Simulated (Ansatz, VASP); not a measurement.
# One calculation of CuS3, two programs

```
Cu S
1.0
     3.98337    0.00000    0.00000
     0.00000    3.98337    0.00000
     0.00000    0.00000    3.98337
Cu S
1 3
Direct
  0.00000 0.00000 0.00000
  0.00000 0.50000 0.50000
  0.50000 0.00000 0.50000
  0.50000 0.50000 0.00000
```

Alike in both runs: functional PBE; k mesh 12 × 12 × 12; occupations gaussian, width 0.1 eV; no spin polarisation.

Ansatz relaxed the structure, and its values are those at the end. VASP's run is a single point on that final structure, the one shown.

|  | VASP | Ansatz |
| --- | --- | --- |
| version | VASP 6.6.1 | Ansatz 0.2.0 |
| potentials or method | VASP PAW PBE potentials, release 64 (Cu, S), cutoff 520 eV | scalar-relativistic, plane waves, PAW |
| valence electrons in the cell | 29 | 37 |

```tsv
	VASP	Ansatz	Ansatz less VASP
gap on the k mesh at the Fermi level (eV)	none	none	-
pressure (GPa)	-0.1	0.0	+0.07
```

A gap of «none» marks a metal or a gap that the smearing closes. VASP's potentials hold 29 valence electrons a cell and Ansatz's 37, so a difference there can come from the potentials and not from the codes.
